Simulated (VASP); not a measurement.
Write the native input for VASP 6.6.1 that does the following.

* Task: density of states
* Functional: PBE
* Potentials or basis: VASP PAW PBE potentials, release 64 (Rb_sv)
* Cutoff: 520 eV
* k mesh: 9 × 9 × 9
* Occupations: fermi-dirac, width 0.08 eV
* Spin: no spin polarisation
* Dipole correction: no
* k mesh for the DOS: 14 × 14 × 14
* Occupations for the DOS: tetrahedron
* Further INCAR settings: ALGO = Normal; EDIFF = 1e-06

Rb:

```
CELL_PARAMETERS angstrom
4.61869 0.00000 0.00000
0.00000 4.61869 0.00000
0.00000 0.00000 4.61869
ATOMIC_POSITIONS crystal
Rb 0.00000 0.00000 0.00000
```

The input as run:

POSCAR

```
Rb
1.0
    4.6186908080      0.0000000000      0.0000000000
    0.0000000000      4.6186908080      0.0000000000
    0.0000000000      0.0000000000      4.6186908080
Rb
1
Direct
    0.0000000000      0.0000000000      0.0000000000
```

INCAR.step1

```
SYSTEM = Rb
PREC = Accurate
ENCUT = 520
EDIFF = 1E-6
ISMEAR = -1
SIGMA = 0.08
LREAL = .False.
LASPH = .True.
NELM = 80
ALGO = Normal
ISIF = 2
LWAVE = .False.
LCHARG = .True.
GGA = PE
NBANDS = 10
```

KPOINTS.step1

```
Automatic mesh
0
Gamma
  9 9 9
  0 0 0
```

INCAR.step2

```
SYSTEM = Rb
PREC = Accurate
ENCUT = 520
EDIFF = 1E-6
ISMEAR = -5
SIGMA = 0.08
LREAL = .False.
LASPH = .True.
NELM = 80
ALGO = Normal
ISIF = 2
LWAVE = .False.
LCHARG = .False.
GGA = PE
LORBIT = 10
NEDOS = 2001
ICHARG = 11
```

KPOINTS.step2

```
Automatic mesh
0
Gamma
  14 14 14
  0 0 0
```

Potentials or basis: VASP PAW PBE potentials, release 64 (Rb_sv).

Command:

```bash
$ cat potpaw_PBE.64/Rb_sv/POTCAR > POTCAR
$ cp INCAR.step1 INCAR
$ cp KPOINTS.step1 KPOINTS
$ mpirun -np 1 vasp_std > vasp.out
$ cp INCAR.step2 INCAR
$ cp KPOINTS.step2 KPOINTS
$ mpirun -np 1 vasp_std > vasp.out
```

It gave:

| Property | Result |
| --- | --- |
| Valence electrons inside the program's atomic spheres | Rb 7.29 |

Run time: 61 s on 1 thread of Intel(R) Xeon(R) Platinum 8259CL CPU @ 2.50GHz (Skylake/Cascade Lake) (shared host), peak memory 0.25 GiB.
